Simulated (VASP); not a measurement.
Write the native input for VASP 6.6.1 that does the following.

```yaml
Task: relaxation of the atoms
Functional: PBEsol
Potentials_or_basis: VASP PAW PBE potentials, release 64 (F, Ca_sv)
Cutoff: 520 eV
k_mesh: 9 × 9 × 1
Occupations: gaussian, width 0.05 eV
Spin: no spin polarisation
Dipole_correction: yes
Further_INCAR_settings: ALGO = Normal; EDIFF = 1e-07; NELMDL = -8; IBRION = 2; EDIFFG = -0.02; NSW = 80
```

The structure of Ca3F8 lies in POSCAR:

```
Ca3F8
1.0
    3.8330589802      0.0000000000      0.0000000000
   -1.9165294901      3.3195264510      0.0000000000
    0.0000000000      0.0000000000     25.9538784314
F Ca
8 3
Direct
    0.6666666667      0.3333333333      0.2889741516
    0.0000000000      0.0000000000      0.3492672511
    0.3333333333      0.6666666667      0.4095603507
    0.6666666667      0.3333333333      0.4698534502
    0.0000000000      0.0000000000      0.5301465498
    0.3333333333      0.6666666667      0.5904396493
    0.6666666667      0.3333333333      0.6507327489
    0.0000000000      0.0000000000      0.7110258484
    0.6666666667      0.3333333333      0.3794138009
    0.3333333333      0.6666666667      0.5000000000
    0.0000000000      0.0000000000      0.6205861991
```

One way to write it, as run:

INCAR

```
SYSTEM = Ca3F8
PREC = Accurate
ENCUT = 520
EDIFF = 1E-7
ISMEAR = 0
SIGMA = 0.05
LREAL = .False.
LASPH = .True.
NELM = 120
ALGO = Normal
ISIF = 2
LWAVE = .False.
LCHARG = .False.
LDIPOL = .True.
IDIPOL = 3
DIPOL = 0.5 0.5 0.500
GGA = PS
IBRION = 2
NSW = 80
EDIFFG = -0.02
GGA_COMPAT = .False.
NELMIN = 4
NELMDL = -8
KPAR = 4
```

KPOINTS

```
Automatic mesh
0
Gamma
  9 9 1
  0 0 0
```

Potentials or basis: VASP PAW PBE potentials, release 64 (F, Ca_sv).

The run is started by

```sh
$ cat potpaw_PBE.64/F/POTCAR potpaw_PBE.64/Ca_sv/POTCAR > POTCAR
$ mpirun -np 4 vasp_std > vasp.out
```

It gave:

The energy gained by relaxing is 11.8 meV/atom. The ionic steps are 10, the largest force after relaxing is 0.015 eV/Å and the band gap on the k mesh is zero (bands 43 and 44 overlap by 0.09 eV).

Caveat: the PAW data sets were made with another functional, which shifts forces and pressure a little.

Wall time 15 min on 4 MPI ranks on Intel(R) Xeon(R) Platinum 8375C CPU @ 2.90GHz (Ice Lake), on a shared host, peak memory 0.55 GiB a rank.
